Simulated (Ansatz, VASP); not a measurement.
# BP in VASP and in Ansatz

```xyz
2
Lattice="3.0338 0.0000 0.0000 0.0000 3.0338 0.0000 0.0000 0.0000 3.0338" Properties=species:S:1:pos:R:3 pbc="T T T"
B     0.0000    0.0000    0.0000
P     1.5169    1.5169    1.5169
```

Change from the starting cell: species swapped into the BePd type (Pm-3m, No. 221).

Alike in both runs: task single point; functional PBE; k mesh 6 × 6 × 6; occupations gaussian, width 0.1 eV; no spin polarisation.

```csv
,VASP,Ansatz
version,VASP 6.6.1,Ansatz 0.2.0
potentials or method,"VASP PAW PBE potentials, release 64 (B, P), cutoff 500 eV","scalar-relativistic, plane waves, PAW"
valence electrons in the cell,8,8
```

Ansatz gave:

* gap on the k mesh at the Fermi level (eV): none
* pressure (GPa): -21.3

Task: Estimate VASP's values.

Result: gap on the k mesh at the Fermi level (eV): none; pressure (GPa): -21.4.

A gap of «none» marks a metal or a gap that the smearing closes.
